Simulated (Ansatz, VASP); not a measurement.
**Mo: VASP beside Ansatz**

```
Mo
1.0
     2.73551    0.00000    0.00000
    -1.36776    2.36902    0.00000
     0.00000    0.00000    2.55518
Mo
1
Direct
  0.00000 0.00000 0.50000
```

Alike in both runs: task single point; functional LDA; k mesh 12 × 12 × 11; occupations fermi-dirac, width 0.15 eV; no spin polarisation.

|  | VASP | Ansatz |
| --- | --- | --- |
| version | VASP 6.6.1 | Ansatz 0.2.0 |
| potentials or method | VASP PAW LDA potentials, release 64 (Mo_sv), cutoff 500 eV | plane waves, PAW |
| valence electrons in the cell | 14 | 14 |

VASP gave:

* pressure (GPa): -7.4
* traceless stress, the component that is largest in VASP (GPa): -7.31

Task: What did Ansatz give for the same quantities?

Result: Pressure (GPa): -8.3; traceless stress, the component that is largest in VASP (GPa): -7.37.

LDA's correlation is that of Perdew and Zunger in VASP and of Perdew and Wang (1992) in Ansatz.
